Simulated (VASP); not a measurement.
# B2P3 in VASP: further runs

B2P3 is run at these levels: PBE; tasks: single point.

Everything below comes from runs of VASP 6.6.1. Logs are shortened: lines on timing, memory, paths and dates and some standing lists are left out, and cuts for length are marked.

## Step 1: The cell of the first run

The structure is hexagonal, space group P6mm (No. 183). The conventional cell has a = 3.996 Å, b = 3.996 Å, c = 4.135 Å, α = 90.00°, β = 90.00°, γ = 120.00°. B (site symmetry 3m) has 5 P at 2.07 to 2.31 Å and 3 B at 2.31 Å within 2.7 Å. Within 2.7 Å of P (site symmetry 3m) lie 2 B at 2.07 Å and 3 P at 2.31 Å. P (site symmetry 6mm) has 6 B at 2.31 Å within 3.0 Å.

## Step 2: Single point, PBE

The input, INCAR:

```
SYSTEM = B2P3
PREC = Accurate
ENCUT = 520
EDIFF = 1E-6
ISMEAR = 0
SIGMA = 0.1
LREAL = .False.
LASPH = .True.
NELM = 80
ALGO = Normal
ISIF = 2
LWAVE = .False.
LCHARG = .False.
GGA = PE
NBANDS = 18
```

The input, KPOINTS:

```
regular mesh
0
Gamma
  6 6 4
  0 0 0
```

The input, POSCAR:

```
B2P3
1.0
    3.9960851223      0.0000000000      0.0000000000
   -1.9980425611      3.4607112316      0.0000000000
    0.0000000000      0.0000000000      4.1353766285
B P
2 3
Direct
    0.3333333333      0.6666666667      0.8106501367
    0.6666666667      0.3333333333      0.8106501367
    0.3333333333      0.6666666667      0.3108545683
    0.6666666667      0.3333333333      0.3108545683
    0.0000000000      0.0000000000      0.8071226299
```

Potentials or basis: VASP PAW PBE potentials, release 64 (B, P).

On the command line:

```bash
> cat potpaw_PBE.64/B/POTCAR potpaw_PBE.64/P/POTCAR > POTCAR
> mpirun -np 1 vasp_std > vasp.out
```

OUTCAR:

```text
SYSTEM = B2P3
   PREC = Accurate
   ENCUT = 520
   EDIFF = 1E-6
   ISMEAR = 0
   LREAL = .False.
   LASPH = .True.
   NELM = 80
   ISIF = 2
   GGA = PE

 ion  position               nearest neighbor table
   1  0.333  0.667  0.811-   3 2.07   3 2.07   5 2.31   5 2.31   5 2.31
   2  0.667  0.333  0.811-   4 2.07   4 2.07   5 2.31   5 2.31   5 2.31
   3  0.333  0.667  0.311-   1 2.07   1 2.07   4 2.31   4 2.31   4 2.31
   4  0.667  0.333  0.311-   2 2.07   2 2.07   3 2.31   3 2.31   3 2.31
   5  0.000  0.000  0.807-   1 2.31   2 2.31   1 2.31   2 2.31   2 2.31   1 2.31

  LATTYP: Found a hexagonal cell.
 ALAT       =     3.9960851223
 C/A-ratio  =     1.0348569918

  Lattice vectors:

 A1 = (   3.9960851223,   0.0000000000,   0.0000000000)
 A2 = (  -1.9980425611,   3.4607112316,   0.0000000000)
 A3 = (   0.0000000000,   0.0000000000,   4.1353766285)

Analysis of symmetry for initial positions (statically):
=====================================================================
 Subroutine PRICEL returns:
 Original cell was already a primitive cell.

 Routine SETGRP: Setting up the symmetry group for a
 hexagonal supercell.

 Subroutine GETGRP returns: Found 12 space group operations
 (whereof 12 operations were pure point group operations)
 out of a pool of 24 trial point group operations.

The static configuration has the point symmetry C_6v.

Analysis of symmetry for dynamics (positions and initial velocities):
=====================================================================
 Subroutine PRICEL returns:
 Original cell was already a primitive cell.

 Routine SETGRP: Setting up the symmetry group for a
 hexagonal supercell.

 Subroutine GETGRP returns: Found 12 space group operations
 (whereof 12 operations were pure point group operations)
 out of a pool of 24 trial point group operations.

The dynamic configuration has the point symmetry C_6v.

 Subroutine INISYM returns: Found 12 space group operations
 (whereof 12 operations are pure point group operations),
 and found     1 'primitive' translations

----------------------------------------------------------------------------------------

                                     Primitive cell

  volume of cell :      57.1894

  direct lattice vectors                    reciprocal lattice vectors
     3.996085122  0.000000000  0.000000000     0.250244920  0.144478972  0.000000000
    -1.998042561  3.460711232  0.000000000     0.000000000  0.288957943  0.000000000
[... 90 lines left out ...]
   NSW    =      0    number of steps for IOM
   IBRION =     -1    ionic relax: 0-MD 1-quasi-New 2-CG
   NFREE  =      0    steps in history (QN), initial steepest desc. (CG)
   ISIF   =      2    stress and relaxation
   ISYM   =      2    0-nonsym 1-usesym 2-fastsym
   POTIM  = 0.5000    time-step for ionic-motion
   TEBEG  =    0.0;   TEEND  =   0.0 temperature during run
   PSTRESS=    0.0 pullay stress
   NELECT =      21.0000    total number of electrons
   NUPDOWN=      -1.0000    fix difference up-down
   EMIN   =  10.00;   EMAX   =-10.00  energy-range for DOS
   EFERMI =   0.00;   METHOD = LEGACY
   ISMEAR =     0;   SIGMA  =   0.10  broadening in eV -4-tet -1-fermi 0-gaus
   EFERMI_NEDOS =   21; number of points for ismear=-14 and -15
   IALGO  =     38    algorithm
   IMIX   =      4    mixing-type and parameters
     AMIX     =   0.40;   BMIX     =  1.00
     AMIX_MAG =   1.60;   BMIX_MAG =  1.00
  volume/ion in A,a.u.               =      11.44        77.19
  Fermi-wavevector in a.u.,A,eV,Ry     =   1.172311  2.215347 18.698668  1.374313
  Thomas-Fermi vector in A             =   2.308742
   LORBIT       =      0    0 simple, 1 ext, 2 COOP (PROOUT), +10 PAW based schemes
   GGA     = PE    functional components
   LHFCALC =     F    Hartree Fock is set to
   AEXX    =    0.0000 exact exchange contribution
   IVDW    =     0    specifies the selected vdW correction
   LEPSILON=     F    determine dielectric tensor
   LRPA    =     F    only Hartree local field effects (RPA)
 non-spin polarized calculation
 Gauss-broadening in eV      SIGMA  =   0.10
  energy-cutoff  :      520.00
  volume of cell :       57.19
 maximum number of plane-waves:      1569
 NGX is ok and might be reduce to    30
   NGX = 15   NGY = 15   NGZ = 15

 number of electron      21.0000002 magnetization

 Free energy of the ion-electron system (eV)
  ---------------------------------------------------
  ext. energy  EPLUGINS =         0.00000000
  ---------------------------------------------------
  free energy    TOTEN  =       -25.47858760 eV

  energy without entropy =      -25.46117469  energy(sigma->0) =      -25.46988115

 E-fermi :   8.9333     XC(G=0): -11.5841

 val. band max:        8.8749958379   @ k =   0.0000   0.0000   0.0000
 cond. band min:       8.9362677023   @ k =   0.3333   0.0000   0.2500
 fundamental gap:      0.0612718644
 Fermi energy:         8.9332917276

 k-point     1 :       0.0000    0.0000    0.0000
  band No.  band energies     occupation
      1      -7.4599      2.00000
      2      -0.9271      2.00000
      3       0.8271      2.00000
      4       2.1909      2.00000
      5       3.2923      2.00000
      6       3.2923      2.00000
[... 418 lines left out ...]
      5      -1.1148      2.00000
      6       1.4834      2.00000
[... 10 lines left out ...]
     17      16.0302      0.00000
     18      16.7428      0.00000

------------------------ aborting loop because EDIFF is reached ----------------------------------------

  FORCE on cell =-STRESS in cart. coord.  units (eV):
  Direction    XX          YY          ZZ          XY          YZ          ZX
  --------------------------------------------------------------------------------------
  -------------------------------------------------------------------------------------
  Total       -0.0955346     -0.0955346     -0.0626912     -0.0000000     -0.0000000      0.0000000
  in kB       -2.6764305     -2.6764305     -1.7563132     -0.0000000     -0.0000000      0.0000000
  external PRESSURE =      -2.3697247 kB  Pullay stress =       0.0000000 kB

 VOLUME and BASIS-vectors are now :
 -----------------------------------------------------------------------------
  energy-cutoff  :      520.00
  volume of cell :       57.19
      direct lattice vectors                 reciprocal lattice vectors
     3.996085122  0.000000000  0.000000000     0.250244920  0.144478972  0.000000000
    -1.998042561  3.460711232  0.000000000     0.000000000  0.288957943  0.000000000
     0.000000000  0.000000000  4.135376629     0.000000000  0.000000000  0.241815943

 POSITION                                       TOTAL-FORCE (eV/Angst)
 -----------------------------------------------------------------------------------
     -0.00000      2.30714      3.35234        -0.000000      0.000000     -0.001161
      1.99804      1.15357      3.35234         0.000000     -0.000000     -0.001161
     -0.00000      2.30714      1.28550         0.000000     -0.000000     -0.002723
      1.99804      1.15357      1.28550        -0.000000      0.000000     -0.002723
      0.00000      0.00000      3.33776         0.000000      0.000000      0.007768
 -----------------------------------------------------------------------------------
    total drift:                               -0.000000     -0.000000      0.000033

  FREE ENERGIE OF THE ION-ELECTRON SYSTEM (eV)
  ---------------------------------------------------
  free  energy   TOTEN  =       -25.4785876040 eV

  energy  without entropy=      -25.4611746873  energy(sigma->0) =      -25.46988115
```

OSZICAR:

```text
N       E                     dE             d eps       ncg     rms          rms(c)
DAV:   1     0.468292509350E+02    0.46829E+02   -0.88432E+03   756   0.993E+02
DAV:   2    -0.228365939124E+02   -0.69666E+02   -0.67629E+02  1014   0.169E+02
DAV:   3    -0.260251660307E+02   -0.31886E+01   -0.30981E+01  1008   0.316E+01
DAV:   4    -0.260526837602E+02   -0.27518E-01   -0.27493E-01   998   0.331E+00
DAV:   5    -0.260529327346E+02   -0.24897E-03   -0.24892E-03   998   0.316E-01    0.987E+00
DAV:   6    -0.254960041000E+02    0.55693E+00   -0.20803E+00   916   0.634E+00    0.556E+00
DAV:   7    -0.254845992914E+02    0.11405E-01   -0.13447E-01   904   0.209E+00    0.261E+00
DAV:   8    -0.254786625916E+02    0.59367E-02   -0.14302E-02   954   0.704E-01    0.338E-01
DAV:   9    -0.254785970038E+02    0.65588E-04   -0.14814E-03   988   0.213E-01    0.793E-02
DAV:  10    -0.254785860535E+02    0.10950E-04   -0.17727E-04   868   0.787E-02    0.215E-02
DAV:  11    -0.254785875354E+02   -0.14820E-05   -0.15161E-05  1002   0.227E-02    0.173E-02
DAV:  12    -0.254785876040E+02   -0.68535E-07   -0.14262E-06   554   0.759E-03
   1 F= -.25478588E+02 E0= -.25469881E+02  d E =-.174129E-01
```

stdout:

```text
POSCAR found type information on POSCAR B P
 POSCAR found :  2 types and       5 ions
 scaLAPACK will be used
 LDA part: xc-table for (Slater+PW92), standard interpolation
 POSCAR, INCAR and KPOINTS ok, starting setup
 FFT: planning ... GRIDC
 FFT: planning ... GRID_SOFT
 FFT: planning ... GRID
 WAVECAR not read
 entering main loop
```

Wall time 20 s (1 thread of Intel Xeon Platinum 8259CL at 2.50GHz (Skylake/Cascade Lake), shared host); peak memory 0.17 GiB.

Results:

| Quantity | Value |
| --- | --- |
| Free energy | -25.4786 eV |
| Pressure | -0.2 GPa |
| Largest force | 0.008 eV/Å |

Forces on the atoms (eV/Å):
```
B    0.000  0.000 -0.001
B    0.000  0.000 -0.001
P    0.000  0.000 -0.003
P    0.000  0.000 -0.003
P    0.000  0.000  0.008
```

Stress tensor (GPa, compression positive):
```
-0.27  0.00  0.00
 0.00 -0.27  0.00
 0.00  0.00 -0.18
```

Caveat: the k points lie up to 0.38 Å⁻¹ apart.

## Step 3: Single point, PBE

This run uses another cell than the first one, of 11.32 Å³/atom, 0.990 times its volume.

The input, INCAR:

```
  ALGO = Normal
  EDIFF = 1E-6
  ENCUT = 520
  GGA = PE
  ISIF = 2
  ISMEAR = 0
  LASPH = True
  LCHARG = False
  LREAL = False
  LWAVE = False
  NBANDS = 18
  NELM = 60
  PREC = Accurate
  SIGMA = 0.1
```

The input, KPOINTS:

```
k-points
0
Gamma
  12 12 10
```

The input, POSCAR:

```
B2P3
1.0
    3.9259161883      0.0000000000      0.0000000000
   -1.9629580941      3.3999431522      0.0000000000
    0.0000000000      0.0000000000      4.2396185862
B P
2 3
Direct
    0.3333333333      0.6666666667      0.5000000000
    0.6666666667      0.3333333333      0.5000000000
    0.3333333333      0.6666666667      0.0000000000
    0.6666666667      0.3333333333      0.0000000000
    0.0000000000      0.0000000000      0.5000000000
```

Potentials or basis: VASP PAW PBE potentials, release 64 (B, P).

On the command line:

```bash
> cat potpaw_PBE.64/B/POTCAR potpaw_PBE.64/P/POTCAR > POTCAR
> mpirun -np 1 vasp_std > vasp.out
```

Wall time 70 s (1 thread of Intel Xeon Platinum 8259CL at 2.50GHz (Skylake/Cascade Lake), shared host); peak memory 0.23 GiB.

Results (log left out):

```yaml
Free_energy: -25.5655 eV
Pressure: -0.3 GPa
```

Stress tensor (GPa, compression positive):
```
-0.35  0.00  0.00
 0.00 -0.35  0.00
 0.00  0.00 -0.14
```

Levels at points of the mesh, in eV from the Fermi level:
```csv
k point,band 7,band 8,band 9,band 10,band 11,band 12,band 13,band 14,band 15,band 16
"(0.00, 0.00, 0.00)",-4.03,-4.03,-2.70,-1.66,-0.53,-0.53,1.84,2.42,2.42,3.39
"(0.50, 0.00, 0.00)",-4.95,-4.25,-2.89,-0.50,0.68,3.11,3.48,3.69,4.05,5.53
"(0.00, 0.00, 0.50)",-3.41,-3.41,-3.19,-3.03,-3.03,-1.05,0.15,0.15,1.23,1.88
"(0.50, 0.00, 0.50)",-5.71,-3.96,0.95,1.05,1.17,3.20,4.45,5.56,5.89,5.96
```
